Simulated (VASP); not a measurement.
Input of a VASP 6.6.1 run:

File POSCAR:

```
Ru
1.0
    2.7414067149      0.0000000000      0.0000000000
   -1.3707033574      2.3741283257      0.0000000000
    0.0000000000      0.0000000000      4.3382472512
Ru
2
Direct
    0.3333333333      0.6666666667      0.2500000000
    0.6666666667      0.3333333333      0.7500000000
```

File INCAR.step1:

```
  ALGO = Normal
  EDIFF = 1E-4
  ENCUT = 520
  GGA = PE
  ISMEAR = -1
  LASPH = T
  LCHARG = F
  LREAL = F
  LWAVE = T
  NBANDS = 21
  NELM = 100
  PREC = Accurate
  SIGMA = 0.1
```

File INCAR.step2:

```
  ALGO = Normal
  EDIFF = 1E-7
  ENCUT = 520
  ISIF = 2
  ISMEAR = -1
  ISTART = 1
  LASPH = T
  LCHARG = T
  LELF = T
  LMIXTAU = T
  LREAL = F
  LVHAR = T
  LWAVE = F
  METAGGA = R2SCAN
  NBANDS = 21
  NELM = 100
  PREC = Accurate
  SIGMA = 0.1
```

Contents of KPOINTS:

```
k-points
0
Gamma
  12 12 7
```

Potentials or basis: VASP PAW PBE potentials, release 64 (Ru_pv).

Launch:

```sh
$ cat potpaw_PBE.64/Ru_pv/POTCAR > POTCAR
$ cp INCAR.step1 INCAR
$ mpirun -np 1 vasp_std > vasp.out
$ cp INCAR.step2 INCAR
$ mpirun -np 1 vasp_std > vasp.out
```

(1) What does it give for the pressure?

(2) Estimate the band gap on the k mesh.

## Answers

(1) -12.5 GPa.

(2) zero (band 14 reaches 13.41 eV, above the bottom of band 15 at 10.50 eV).

Caveat: the PAW data sets were made with another functional, which shifts forces and pressure a little.
